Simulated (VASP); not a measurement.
Write the native input for VASP 6.6.1 that does the following.

```yaml
Task: single point
Functional: PBE
Potentials_or_basis: VASP PAW PBE potentials, release 64 (Au)
Cutoff: 520 eV
k_mesh: 16 × 16 × 10
Occupations: gaussian, width 0.1 eV
Spin: no spin polarisation
Dipole_correction: no
Further_INCAR_settings: ALGO = Fast; EDIFF = 1e-06; NBANDS = 18
```

The structure of Au lies in POSCAR:

```
Au
1.0
    1.4655321428     -2.6482932156      0.0000000000
    1.4655321428      2.6482932156      0.0000000000
    0.0000000000      0.0000000000      5.1060553664
Au
2
Direct
    0.6691288427      0.3308711573      0.2500000000
    0.3308711573      0.6691288427      0.7500000000
```

This cell differs from its parent crystal: volume scaled by 1.10, then relaxed in part.

One way to write it, as run:

INCAR

```
PREC = Accurate
ENCUT = 520
EDIFF = 1E-6
ISMEAR = 0
SIGMA = 0.1
LREAL = False
LASPH = True
NELM = 80
ALGO = Fast
ISIF = 2
LWAVE = False
LCHARG = True
GGA = PE
LELF = True
LVHAR = True
NBANDS = 18
```

KPOINTS

```
regular mesh
0
Gamma
  16 16 10
```

Potentials or basis: VASP PAW PBE potentials, release 64 (Au).

Launch:

```bash
$ cat potpaw_PBE.64/Au/POTCAR > POTCAR
$ mpirun -np 1 vasp_std > vasp.out
```

Results of the run:

```json
{
 "Pressure": "-9.8 GPa",
 "Band gap on the k mesh": "zero (band 11 reaches 10.73 eV, above the bottom of band 12 at 4.79 eV)"
}
```

Caveat: spin-orbit coupling is left out, which moves the levels of the heavy elements.

It took 2.6 min on 1 thread of Oxide Virtual Turin-like Processor, on a shared host, peak memory 0.33 GiB.
